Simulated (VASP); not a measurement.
# BeTe (I-4m2) in VASP: notebook

BeTe is run at these levels: LDA; tasks: single point.

Everything below comes from runs of VASP 6.6.1. Logs are shortened: lines on timing, memory, paths and dates and some standing lists are left out, and cuts for length are marked.

### 1 The cell of the first run

It takes space group I-4m2 (No. 119, tetragonal). Conventional cell: a = 4.006 Å, b = 4.006 Å, c = 5.463 Å, α = 90.00°, β = 90.00°, γ = 90.00°. Within 3.2 Å of Be (site symmetry -4m2) lie 4 Te at 2.42 Å. Te (site symmetry -4m2) has 4 Be at 2.42 Å within 3.2 Å.

### 2 Single point, LDA (in-plane strain +0.02, then relaxed in part)

INCAR

```
  PREC = Accurate
  ENCUT = 520
  EDIFF = 1E-7
  ISMEAR = 0
  SIGMA = 0.01
  LREAL = F
  LASPH = T
  NELM = 80
  ALGO = Normal
  ISIF = 2
  LWAVE = F
  LCHARG = T
  LELF = T
  LVHAR = T
  NBANDS = 11
```

KPOINTS

```
Automatic mesh
0
Gamma
  8 8 8
```

POSCAR

```
BeTe
1.0
    2.8327694633      2.8327694633      0.0000000000
   -2.8327694633      2.8327694633      0.0000000000
    0.0000000000      2.8327694633      2.7314868996
Be Te
1 1
Direct
    0.0000000000      0.0000000000      0.0000000000
    0.7500000000      0.2500000000      0.5000000000
```

Potentials or basis: VASP PAW LDA potentials, release 64 (Be, Te).

On the command line:

```
> cat potpaw_LDA.64/Be/POTCAR potpaw_LDA.64/Te/POTCAR > POTCAR
> mpirun -np 1 vasp_std > vasp.out
```

OUTCAR:

```text
PREC = Accurate
   ENCUT = 520
   EDIFF = 1E-7
   ISMEAR = 0
   LREAL = F
   LASPH = T
   NELM = 80
   ISIF = 2

 ion  position               nearest neighbor table
   1  0.000  0.000  0.000-   2 2.42   2 2.42   2 2.42   2 2.42
   2  0.750  0.250  0.500-   1 2.42   1 2.42   1 2.42   1 2.42

  LATTYP: Found a body centered tetragonal cell.
 ALAT       =     4.0061409941
 C/A-ratio  =     1.3636499083

  Lattice vectors:

 A1 = (   2.8327694633,   0.0000000000,  -2.7314868996)
 A2 = (  -2.8327694633,   0.0000000000,  -2.7314868996)
 A3 = (   0.0000000000,   2.8327694633,   2.7314868996)

Analysis of symmetry for initial positions (statically):
=====================================================================
 Subroutine PRICEL returns:
 Original cell was already a primitive cell.

 Routine SETGRP: Setting up the symmetry group for a
 body centered tetragonal supercell.

 Subroutine GETGRP returns: Found  8 space group operations
 (whereof  8 operations were pure point group operations)
 out of a pool of 16 trial point group operations.

The static configuration has the point symmetry D_2d.

Analysis of symmetry for dynamics (positions and initial velocities):
=====================================================================
 Subroutine PRICEL returns:
 Original cell was already a primitive cell.

 Routine SETGRP: Setting up the symmetry group for a
 body centered tetragonal supercell.

 Subroutine GETGRP returns: Found  8 space group operations
 (whereof  8 operations were pure point group operations)
 out of a pool of 16 trial point group operations.

The dynamic configuration has the point symmetry D_2d.

 Subroutine INISYM returns: Found  8 space group operations
 (whereof  8 operations are pure point group operations),
 and found     1 'primitive' translations

----------------------------------------------------------------------------------------

                                     Primitive cell

  volume of cell :      43.8381

  direct lattice vectors                    reciprocal lattice vectors
     2.832769463  2.832769463  0.000000000     0.176505715  0.176505715 -0.183050484
    -2.832769463  2.832769463  0.000000000    -0.176505715  0.176505715 -0.183050484
     0.000000000  2.832769463  2.731486900     0.000000000  0.000000000  0.366100969

  length of vectors
     4.006140994  4.006140994  3.935175157     0.309541620  0.309541620  0.366100969

  position of ions in fractional coordinates (direct lattice)
     0.000000000  0.000000000  0.000000000
     0.750000000  0.250000000  0.500000000

  ion indices of the primitive-cell ions
   primitive index   ion index
                 1           1
                 2           2

----------------------------------------------------------------------------------------

 KPOINTS: Automatic mesh

Automatic generation of k-mesh.
 Grid dimensions read from file:
 generate k-points for:    8    8    8

 Generating k-lattice:

  Cartesian coordinates                     Fractional coordinates (reciprocal lattice)
     0.022063214  0.022063214 -0.022881311     0.125000000  0.000000000  0.000000000
    -0.022063214  0.022063214 -0.022881311     0.000000000  0.125000000  0.000000000
     0.000000000  0.000000000  0.045762621     0.000000000  0.000000000  0.125000000

  Length of vectors
     0.038692703  0.038692703  0.045762621

  Shift w.r.t. Gamma in fractional coordinates (k-lattice)
     0.000000000  0.000000000  0.000000000

 Subroutine IBZKPT returns following result:
 ===========================================

 Found     59 irreducible k-points:

 Following reciprocal coordinates:
            Coordinates               Weight
  0.000000  0.000000  0.000000      1.000000
  0.125000  0.000000  0.000000      8.000000
  0.250000  0.000000  0.000000      8.000000
  0.375000  0.000000  0.000000      8.000000
  0.500000  0.000000  0.000000      4.000000
  0.125000  0.125000  0.000000      8.000000
[... 16 lines left out ...]
  0.250000  0.000000  0.125000      4.000000
  0.375000  0.000000  0.125000      8.000000
 [... further k-points ...]
   k-points           NKPTS =     59   k-points in BZ     NKDIM =     59   number of bands    NBANDS=     11
   number of dos      NEDOS =    301   number of ions     NIONS =      2
   total plane-waves  NPLWV =  27000
   dimension x,y,z NGX =    30 NGY =   30 NGZ =   30
   dimension x,y,z NGXF=    60 NGYF=   60 NGZF=   60
   ions per type =               1   1
   NGX,Y,Z   is equivalent  to a cutoff of  12.45, 12.45, 12.67 a.u.
   NGXF,Y,Z  is equivalent  to a cutoff of  24.90, 24.90, 25.35 a.u.
 SYSTEM =  unknown system
   PREC   = accura    normal or accurate (medium, high low for compatibility)
   ISTART =      0    job   : 0-new  1-cont  2-samecut
   ICHARG =      2    charge: 1-file 2-atom 10-const
   ISPIN  =      1    spin polarized calculation?
   LNONCOLLINEAR =      F non collinear calculations
   LSORBIT =      F    spin-orbit coupling
   LASPH  =      T    aspherical Exc in radial PAW
   ENCUT  =  520.0 eV  38.22 Ry    6.18 a.u.   7.45  7.45  7.32*2*pi/ulx,y,z
   NELM   =     80;   NELMIN=  2; NELMDL= -5     # of ELM steps
   EDIFF  = 0.1E-06   stopping-criterion for ELM
   LREAL  =      F    real-space projection
   EDIFFG = 0.1E-05   stopping-criterion for IOM
   NSW    =      0    number of steps for IOM
   IBRION =     -1    ionic relax: 0-MD 1-quasi-New 2-CG
   NFREE  =      0    steps in history (QN), initial steepest desc. (CG)
   ISIF   =      2    stress and relaxation
   ISYM   =      2    0-nonsym 1-usesym 2-fastsym
   POTIM  = 0.5000    time-step for ionic-motion
   TEBEG  =    0.0;   TEEND  =   0.0 temperature during run
   PSTRESS=    0.0 pullay stress
   NELECT =       8.0000    total number of electrons
   NUPDOWN=      -1.0000    fix difference up-down
   EMIN   =  10.00;   EMAX   =-10.00  energy-range for DOS
   EFERMI =   0.00;   METHOD = LEGACY
   ISMEAR =     0;   SIGMA  =   0.01  broadening in eV -4-tet -1-fermi 0-gaus
   EFERMI_NEDOS =   21; number of points for ismear=-14 and -15
   IALGO  =     38    algorithm
   IMIX   =      4    mixing-type and parameters
     AMIX     =   0.40;   BMIX     =  1.00
     AMIX_MAG =   1.60;   BMIX_MAG =  1.00
  volume/ion in A,a.u.               =      21.92       147.92
  Fermi-wavevector in a.u.,A,eV,Ry     =   0.928584  1.754768 11.731859  0.862267
  Thomas-Fermi vector in A             =   2.054775
   LORBIT       =      0    0 simple, 1 ext, 2 COOP (PROOUT), +10 PAW based schemes
   GGA     = CA    functional components
   LHFCALC =     F    Hartree Fock is set to
   AEXX    =    0.0000 exact exchange contribution
   IVDW    =     0    specifies the selected vdW correction
   LEPSILON=     F    determine dielectric tensor
   LRPA    =     F    only Hartree local field effects (RPA)
 non-spin polarized calculation
 Gauss-broadening in eV      SIGMA  =   0.01
  energy-cutoff  :      520.00
  volume of cell :       43.84
 maximum number of plane-waves:      1211
 NGX is ok and might be reduce to    30
   NGX = 15   NGY = 15   NGZ = 15

 number of electron       7.9999999 magnetization

 Free energy of the ion-electron system (eV)
  ---------------------------------------------------
  ext. energy  EPLUGINS =         0.00000000
  ---------------------------------------------------
  free energy    TOTEN  =        -8.71658696 eV

  energy without entropy =       -8.71658696  energy(sigma->0) =       -8.71658696

 E-fermi :   5.3356     XC(G=0):  -9.3427

 val. band max:        5.2769323844   @ k =   0.0000   0.0000   0.0000
 cond. band min:       6.8192154642   @ k =   0.0000   0.0000   0.5000
 fundamental gap:      1.5422830799
 Fermi energy:         5.3355611833

 k-point     1 :       0.0000    0.0000    0.0000
  band No.  band energies     occupation
      1      -7.2870      2.00000
      2       5.0903      2.00000
      3       5.0903      2.00000
      4       5.2769      2.00000
      5       8.6807      0.00000
      6       8.7560      0.00000
      7       8.7560      0.00000
      8       9.0054      0.00000
      9      13.3626      0.00000
     10      15.0743      0.00000
     11      15.7324      0.00000

 k-point     2 :       0.1250    0.0000    0.0000
  band No.  band energies     occupation
      1      -7.1362      2.00000
      2       3.8087      2.00000
      3       4.8297      2.00000
      4       4.9933      2.00000
      5       8.6556      0.00000
      6       9.0713      0.00000
      7       9.0992      0.00000
      8      10.3040      0.00000
      9      13.7625      0.00000
     10      14.2048      0.00000
     11      14.6307      0.00000

 k-point     3 :       0.2500    0.0000    0.0000
  band No.  band energies     occupation
      1      -6.7194      2.00000
      2       1.7699      2.00000
      3       4.3463      2.00000
      4       4.5752      2.00000
      5       8.4443      0.00000
      6       9.5754      0.00000
      7       9.6571      0.00000
      8      12.1863      0.00000
      9      13.9541      0.00000
     10      14.0792      0.00000
     11      14.4020      0.00000

 k-point     4 :       0.3750    0.0000    0.0000
  band No.  band energies     occupation
      1      -6.1867      2.00000
      2       0.1543      2.00000
      3       3.9749      2.00000
      4       4.2581      2.00000
      5       8.2718      0.00000
      6       9.6350      0.00000
      7       9.8710      0.00000
      8      12.8692      0.00000
      9      14.7550      0.00000
     10      15.2888      0.00000
     11      15.2937      0.00000
[... 239 lines left out ...]
 k-point    22 :       0.0000    0.0000    0.1250
  band No.  band energies     occupation
      1      -7.0754      2.00000
      2       4.1439      2.00000
      3       4.3870      2.00000
      4       4.3870      2.00000
      5       8.2522      0.00000
      6       9.7284      0.00000
      7       9.7284      0.00000
      8      10.0487      0.00000
      9      13.4927      0.00000
     10      14.4196      0.00000
     11      15.3304      0.00000

 k-point    23 :       0.2500    0.0000    0.1250
  band No.  band energies     occupation
      1      -6.9045      2.00000
      2       2.8590      2.00000
      3       3.9286      2.00000
      4       4.7642      2.00000
      5       9.0205      0.00000
      6       9.2147      0.00000
      7       9.6857      0.00000
      8      11.1522      0.00000
      9      13.2610      0.00000
     10      14.0855      0.00000
     11      14.8779      0.00000

 k-point    24 :       0.3750    0.0000    0.1250
  band No.  band energies     occupation
      1      -6.4422      2.00000
      2       1.2540      2.00000
      3       3.3241      2.00000
      4       4.2800      2.00000
      5       8.9008      0.00000
      6       9.7355      0.00000
      7      10.1655      0.00000
      8      11.9890      0.00000
      9      13.3741      0.00000
     10      14.8971      0.00000
     11      15.9764      0.00000

 [... further k-points ...]
[... 5 lines left out ...]
  --------------------------------------------------------------------------------------
  -------------------------------------------------------------------------------------
  Total       -0.5081161     -0.5081161      0.0663189      0.0000000      0.0000000      0.0000000
  in kB      -18.5704291    -18.5704291      2.4237990      0.0000000      0.0000000      0.0000000
  external PRESSURE =     -11.5723531 kB  Pullay stress =       0.0000000 kB

 VOLUME and BASIS-vectors are now :
 -----------------------------------------------------------------------------
  energy-cutoff  :      520.00
  volume of cell :       43.84
      direct lattice vectors                 reciprocal lattice vectors
     2.832769463  2.832769463  0.000000000     0.176505715  0.176505715 -0.183050484
    -2.832769463  2.832769463  0.000000000    -0.176505715  0.176505715 -0.183050484
     0.000000000  2.832769463  2.731486900     0.000000000  0.000000000  0.366100969

 POSITION                                       TOTAL-FORCE (eV/Angst)
 -----------------------------------------------------------------------------------
      0.00000      0.00000      0.00000        -0.000000      0.000000      0.000000
      1.41638      4.24915      1.36574         0.000000     -0.000000      0.000000
 -----------------------------------------------------------------------------------
    total drift:                               -0.000000      0.000000      0.000000

  FREE ENERGIE OF THE ION-ELECTRON SYSTEM (eV)
  ---------------------------------------------------
  free  energy   TOTEN  =        -8.7165869612 eV

  energy  without entropy=       -8.7165869612  energy(sigma->0) =       -8.71658696
```

Run time: 21 s. Hardware: 1 thread of Intel Xeon Platinum 8259CL at 2.50GHz (Skylake/Cascade Lake), shared host; peak memory 0.17 GiB.

What came out:

```yaml
Free_energy: -8.7166 eV
Pressure: -1.2 GPa
Band_gap_on_the_k_mesh: 1.54 eV, indirect (least direct gap 3.40 eV)
```

Stress tensor (GPa, compression positive):
```
-1.86  0.00  0.00
 0.00 -1.86  0.00
 0.00  0.00  0.24
```

Caveat: the cell differs from its parent crystal (in-plane strain +0.02, then relaxed in part); spin-orbit coupling is left out, which moves the levels of the heavy elements.

### 3 Single point, LDA (in-plane strain +0.02)

INCAR

```
SYSTEM = BeTe
  PREC = Accurate
  ENCUT = 520
  EDIFF = 1E-6
  ISMEAR = 0
  SIGMA = 0.01
  LREAL = .FALSE.
  LASPH = .TRUE.
  NELM = 100
  ALGO = Normal
  ISIF = 2
  LWAVE = .FALSE.
  LCHARG = .TRUE.
  LELF = .TRUE.
  LVHAR = .TRUE.
  NBANDS = 11
```

KPOINTS

```
Automatic mesh
0
G
  8 8 8
  0 0 0
```

Edit POSCAR of step 2 so:

```diff
@@ -4,3 +4,3 @@
    -2.8327694633      2.8327694633      0.0000000000
-    0.0000000000      2.8327694633      2.7314868996
+    0.0000000000      2.8327694633      2.7438982645
 Be Te
```

Potentials or basis: VASP PAW LDA potentials, release 64 (Be, Te).

On the command line:

```
> cat potpaw_LDA.64/Be/POTCAR potpaw_LDA.64/Te/POTCAR > POTCAR
> mpirun -np 1 vasp_std > vasp.out
```

It took 20 s on 1 thread of Intel Xeon Platinum 8259CL at 2.50GHz (Skylake/Cascade Lake), shared host; peak memory 0.16 GiB.

Results (log left out):

| Item | Value |
| --- | --- |
| Free energy | -8.7166 eV |
| Pressure | -1.4 GPa |
| Band gap on the k mesh | 1.59 eV, indirect (least direct gap 3.43 eV) |

Stress tensor (GPa, compression positive):
```
-2.03  0.00  0.00
 0.00 -2.03  0.00
 0.00  0.00 -0.18
```

Levels at points of the mesh, in eV from the valence-band top:
| k point | band 1 | band 2 | band 3 | band 4 | band 5 | band 6 | band 7 | band 8 | band 9 |
| --- | --- | --- | --- | --- | --- | --- | --- | --- | --- |
| (0.00, 0.00, 0.00) | -12.52 | -0.16 | -0.16 | 0.00 | 3.43 | 3.49 | 3.49 | 3.71 | 8.09 |
| (0.50, 0.00, 0.00) | -11.15 | -5.73 | -1.39 | -1.13 | 2.94 | 4.34 | 4.58 | 7.54 | 10.62 |
| (0.50, 0.50, 0.00) | -10.70 | -5.32 | -2.76 | -2.70 | 1.80 | 2.61 | 9.45 | 9.59 | 11.21 |
| (0.00, 0.00, 0.50) | -10.57 | -5.14 | -2.95 | -2.95 | 1.59 | 2.35 | 9.60 | 9.60 | 11.47 |

Caveat: the cell differs from its parent crystal (in-plane strain +0.02); spin-orbit coupling is left out, which moves the levels of the heavy elements.
